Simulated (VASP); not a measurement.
Write the native input for VASP 6.6.1 that does the following.

```
Task                   : single point
Functional             : PBE
Potentials or basis    : VASP PAW PBE potentials, release 64 (Lu, Si, F)
Cutoff                 : 520 eV
k mesh                 : 6 × 6 × 2
Occupations            : gaussian, width 0.1 eV
Spin                   : no spin polarisation
Dipole correction      : no
Further INCAR settings : ALGO = Normal; EDIFF = 1e-06; NBANDS = 46
```

The structure of Lu2SiF3 lies in POSCAR:

```
Lu2SiF3
1.0
    3.1276865000      0.0000000000      0.0000000000
    0.0000000000      3.1276865000      0.0000000000
    0.0000000000      0.0000000000      9.4694940800
Lu Si F
2 1 3
Direct
    0.5000000000      0.5000000000      0.3248246900
    0.5000000000      0.5000000000      0.6751753100
    0.5000000000      0.5000000000      0.0000000000
    0.0000000000      0.0000000000      0.8390681100
    0.0000000000      0.0000000000      0.1609318900
    0.0000000000      0.0000000000      0.5000000000
```

The cell was generated, and may not be a known phase.

One way to write it, as run:

INCAR

```
SYSTEM = Lu2SiF3
PREC = Accurate
ENCUT = 520
EDIFF = 1E-6
ISMEAR = 0
SIGMA = 0.1
LREAL = .FALSE.
LASPH = .TRUE.
NELM = 60
ALGO = Normal
ISIF = 2
LWAVE = .FALSE.
LCHARG = .FALSE.
GGA = PE
NBANDS = 46
```

KPOINTS

```
Automatic mesh
0
G
  6 6 2
  0 0 0
```

Potentials or basis: VASP PAW PBE potentials, release 64 (Lu, Si, F).

The run is started by

```sh
$ cat potpaw_PBE.64/Lu/POTCAR potpaw_PBE.64/Si/POTCAR potpaw_PBE.64/F/POTCAR > POTCAR
$ mpirun -np 1 vasp_std > vasp.out
```

It gave:

```yaml
Pressure: 3.1 GPa
Largest_force: 2.131 eV/Å
Band_gap_on_the_k_mesh: zero (an odd number of electrons rules out a gap without spin polarisation)
```

Caveat: the stress differs along the axes, from -2 to 6 GPa; spin-orbit coupling is left out, which moves the levels of the heavy elements; an odd number of electrons without spin polarisation forces a metal; a magnetic or distorted state may lie lower.

Wall time 100 s on 1 thread of Oxide Virtual Turin-like Processor (shared host), peak memory 0.2 GiB.
